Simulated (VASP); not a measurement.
# Sn3Se (Pm-3m) in VASP: further runs

Sn3Se is run at these levels: r2SCAN; tasks: single point.

Program: VASP 6.6.1. These are calculated values, not measurements. Logs are shortened: lines on timing, memory, paths and dates and some standing lists are left out, and cuts for length are marked.

## (1) The cell of the first run

It takes space group Pm-3m (No. 221, cubic). The conventional cell has a = 4.661 Å, b = 4.661 Å, c = 4.661 Å, α = 90.00°, β = 90.00°, γ = 90.00°. Within 4.3 Å of Sn (site symmetry 4/mmm) lie 8 Sn at 3.30 Å and 4 Se at 3.30 Å. Se (site symmetry m-3m) has 12 Sn at 3.30 Å within 4.3 Å.

## (2) Single point, r2SCAN

Contents of POSCAR:

```
Sn3Se
1.0
    4.6614926400      0.0000000000      0.0000000000
    0.0000000000      4.6614926400      0.0000000000
    0.0000000000      0.0000000000      4.6614926400
Sn Se
3 1
Direct
    0.0000000000      0.5000000000      0.5000000000
    0.5000000000      0.0000000000      0.5000000000
    0.5000000000      0.5000000000      0.0000000000
    0.0000000000      0.0000000000      0.0000000000
```

Contents of INCAR.step1:

```
PREC = Accurate
ENCUT = 520
ISMEAR = 1
SIGMA = 0.15
LREAL = F
LASPH = T
NELM = 80
NBANDS = 32
GGA = PE
ALGO = Normal
EDIFF = 1E-4
LWAVE = T
LCHARG = F
```

Contents of INCAR.step2:

```
PREC = Accurate
ENCUT = 520
EDIFF = 1E-6
ISMEAR = 1
SIGMA = 0.15
LREAL = F
LASPH = T
NELM = 80
ALGO = Normal
ISIF = 2
LWAVE = F
LCHARG = F
METAGGA = R2SCAN
LMIXTAU = T
NBANDS = 32
ISTART = 1
```

Contents of KPOINTS:

```
Automatic mesh
0
Gamma
  5 5 5
```

Potentials or basis: VASP PAW PBE potentials, release 64 (Sn_d, Se).

On the command line:

```sh
> cat potpaw_PBE.64/Sn_d/POTCAR potpaw_PBE.64/Se/POTCAR > POTCAR
> cp INCAR.step1 INCAR
> mpirun -np 1 vasp_std > vasp.out
> cp INCAR.step2 INCAR
> mpirun -np 1 vasp_std > vasp.out
```

OUTCAR:

```text
PREC = Accurate
   ENCUT = 520
   EDIFF = 1E-6
   ISMEAR = 1
   LREAL = F
   LASPH = T
   NELM = 80
   ISIF = 2
   METAGGA = R2SCAN
   ISTART = 1

 ion  position               nearest neighbor table
   1  0.000  0.500  0.500-   2 3.30   3 3.30   3 3.30   2 3.30   2 3.30   3 3.30   3 3.30   2 3.30

   2  0.500  0.000  0.500-   1 3.30   3 3.30   3 3.30   1 3.30   3 3.30   3 3.30   1 3.30   1 3.30

   3  0.500  0.500  0.000-   1 3.30   2 3.30   1 3.30   2 3.30   2 3.30   2 3.30   1 3.30   1 3.30

   4  0.000  0.000  0.000-

  LATTYP: Found a simple cubic cell.
 ALAT       =     4.6614926400

  Lattice vectors:

 A1 = (   4.6614926400,   0.0000000000,   0.0000000000)
 A2 = (   0.0000000000,   4.6614926400,   0.0000000000)
 A3 = (   0.0000000000,   0.0000000000,   4.6614926400)

Analysis of symmetry for initial positions (statically):
=====================================================================
 Subroutine PRICEL returns:
 Original cell was already a primitive cell.

 Routine SETGRP: Setting up the symmetry group for a
 simple cubic supercell.

 Subroutine GETGRP returns: Found 48 space group operations
 (whereof 48 operations were pure point group operations)
 out of a pool of 48 trial point group operations.

The static configuration has the point symmetry O_h .

Analysis of symmetry for dynamics (positions and initial velocities):
=====================================================================
 Subroutine PRICEL returns:
 Original cell was already a primitive cell.

 Routine SETGRP: Setting up the symmetry group for a
 simple cubic supercell.

 Subroutine GETGRP returns: Found 48 space group operations
 (whereof 48 operations were pure point group operations)
 out of a pool of 48 trial point group operations.

The dynamic configuration has the point symmetry O_h .

 Subroutine INISYM returns: Found 48 space group operations
 (whereof 48 operations are pure point group operations),
 and found     1 'primitive' translations

----------------------------------------------------------------------------------------

                                     Primitive cell

  volume of cell :     101.2920

  direct lattice vectors                    reciprocal lattice vectors
[... 73 lines left out ...]
   LASPH  =      T    aspherical Exc in radial PAW
   ENCUT  =  520.0 eV  38.22 Ry    6.18 a.u.   8.67  8.67  8.67*2*pi/ulx,y,z
   NELM   =     80;   NELMIN=  2; NELMDL=  0     # of ELM steps
   EDIFF  = 0.1E-05   stopping-criterion for ELM
   LREAL  =      F    real-space projection
   EDIFFG = 0.1E-04   stopping-criterion for IOM
   NSW    =      0    number of steps for IOM
   IBRION =     -1    ionic relax: 0-MD 1-quasi-New 2-CG
   NFREE  =      0    steps in history (QN), initial steepest desc. (CG)
   ISIF   =      2    stress and relaxation
   ISYM   =      2    0-nonsym 1-usesym 2-fastsym
   POTIM  = 0.5000    time-step for ionic-motion
   TEBEG  =    0.0;   TEEND  =   0.0 temperature during run
   PSTRESS=    0.0 pullay stress
   NELECT =      48.0000    total number of electrons
   NUPDOWN=      -1.0000    fix difference up-down
   EMIN   =  10.00;   EMAX   =-10.00  energy-range for DOS
   EFERMI =   0.00;   METHOD = LEGACY
   ISMEAR =     1;   SIGMA  =   0.15  broadening in eV -4-tet -1-fermi 0-gaus
   EFERMI_NEDOS =   21; number of points for ismear=-14 and -15
   IALGO  =     38    algorithm
   IMIX   =      4    mixing-type and parameters
     AMIX     =   0.40;   BMIX     =  1.00
     AMIX_MAG =   1.60;   BMIX_MAG =  1.00
  volume/ion in A,a.u.               =      25.32       170.89
  Fermi-wavevector in a.u.,A,eV,Ry     =   1.276332  2.411917 22.164200  1.629023
  Thomas-Fermi vector in A             =   2.408994
   LORBIT       =      0    0 simple, 1 ext, 2 COOP (PROOUT), +10 PAW based schemes
   METAGGA = R2SCAN    functional components
   LHFCALC =     F    Hartree Fock is set to
   AEXX    =    0.0000 exact exchange contribution
   IVDW    =     0    specifies the selected vdW correction
   LEPSILON=     F    determine dielectric tensor
   LRPA    =     F    only Hartree local field effects (RPA)
 non-spin polarized calculation
 Methfessel and Paxton  Order N= 1 SIGMA  =   0.15
  energy-cutoff  :      520.00
  volume of cell :      101.29
 maximum number of plane-waves:      2777
 NGX is ok and might be reduce to    36
   NGX = 17   NGY = 17   NGZ = 17

 number of electron      47.9999957 magnetization

 Free energy of the ion-electron system (eV)
  ---------------------------------------------------
  ext. energy  EPLUGINS =         0.00000000
  ---------------------------------------------------
  free energy    TOTEN  =       -87.68387145 eV

  energy without entropy =      -87.68561093  energy(sigma->0) =      -87.68445128

 E-fermi :   7.8130     XC(G=0): -11.1761

 val. band max:        7.7383748166   @ k =   0.4000   0.2000   0.2000
 cond. band min:       7.8596230714   @ k =   0.4000   0.0000   0.0000
 fundamental gap:      0.1212482548
 Fermi energy:         7.8130445062

 k-point     1 :       0.0000    0.0000    0.0000
  band No.  band energies     occupation
      1     -14.7893      2.00000
      2     -14.7893      2.00000
      3     -14.7893      2.00000
      4     -14.7644      2.00000
      5     -14.7644      2.00000
      6     -14.7208      2.00000
[... 339 lines left out ...]
     31      14.1909      0.00000
     32      16.1655      0.00000

------------------------ aborting loop because EDIFF is reached ----------------------------------------

  FORCE on cell =-STRESS in cart. coord.  units (eV):
  Direction    XX          YY          ZZ          XY          YZ          ZX
  --------------------------------------------------------------------------------------
  -------------------------------------------------------------------------------------
  Total        1.7849854      1.7849854      1.7849854     -0.0000000     -0.0000000      0.0000000
  in kB       28.2338593     28.2338593     28.2338593     -0.0000000     -0.0000000      0.0000000
  external PRESSURE =      28.2338593 kB  Pullay stress =       0.0000000 kB

 VOLUME and BASIS-vectors are now :
 -----------------------------------------------------------------------------
  energy-cutoff  :      520.00
  volume of cell :      101.29
      direct lattice vectors                 reciprocal lattice vectors
     4.661492640  0.000000000  0.000000000     0.214523561  0.000000000  0.000000000
     0.000000000  4.661492640  0.000000000     0.000000000  0.214523561  0.000000000
     0.000000000  0.000000000  4.661492640     0.000000000  0.000000000  0.214523561

 POSITION                                       TOTAL-FORCE (eV/Angst)
 -----------------------------------------------------------------------------------
      0.00000      2.33075      2.33075         0.000000      0.000000      0.000000
      2.33075      0.00000      2.33075         0.000000      0.000000      0.000000
      2.33075      2.33075      0.00000         0.000000      0.000000      0.000000
      0.00000      0.00000      0.00000         0.000000      0.000000      0.000000
 -----------------------------------------------------------------------------------
    total drift:                                0.000000      0.000000      0.000000

  FREE ENERGIE OF THE ION-ELECTRON SYSTEM (eV)
  ---------------------------------------------------
  free  energy   TOTEN  =       -87.6838714482 eV

  energy  without entropy=      -87.6856109322  energy(sigma->0) =      -87.68445128
```

OSZICAR.step1:

```text
N       E                     dE             d eps       ncg     rms          rms(c)
DAV:   1     0.450842275372E+03    0.45084E+03   -0.23537E+04   672   0.223E+03
DAV:   2     0.451347978246E+02   -0.40571E+03   -0.39353E+03   640   0.557E+02
DAV:   3    -0.121930328727E+02   -0.57328E+02   -0.55226E+02   736   0.174E+02
DAV:   4    -0.148546785228E+02   -0.26616E+01   -0.26446E+01   744   0.395E+01
DAV:   5    -0.149335694647E+02   -0.78891E-01   -0.78885E-01   848   0.727E+00    0.401E+00
DAV:   6    -0.147826717986E+02    0.15090E+00   -0.20334E-01   832   0.359E+00    0.238E+00
DAV:   7    -0.147685428664E+02    0.14129E-01   -0.84396E-02   816   0.174E+00    0.939E-01
DAV:   8    -0.147663383305E+02    0.22045E-02   -0.89127E-03   824   0.680E-01    0.147E-01
DAV:   9    -0.147663302975E+02    0.80329E-05   -0.17152E-03   720   0.292E-01    0.421E-02
DAV:  10    -0.147663319324E+02   -0.16349E-05   -0.16906E-04   592   0.117E-01
   1 F= -.14766332E+02 E0= -.14765803E+02  d E =-.158564E-02
```

It used 76 s of CPU time on 1 thread of Intel Xeon 6975P-C, on a shared host.

What came out:

| Quantity | Value |
| --- | --- |
| Free energy | -87.6839 eV |
| Pressure | 2.8 GPa |
| Band gap on the k mesh | zero (band 24 reaches 9.01 eV, above the bottom of band 25 at 7.31 eV) |

Caveat: the PAW data sets were made with another functional, which shifts forces and pressure a little; spin-orbit coupling is left out, which moves the levels of the heavy elements.

(Continued in part 2 of 3.)
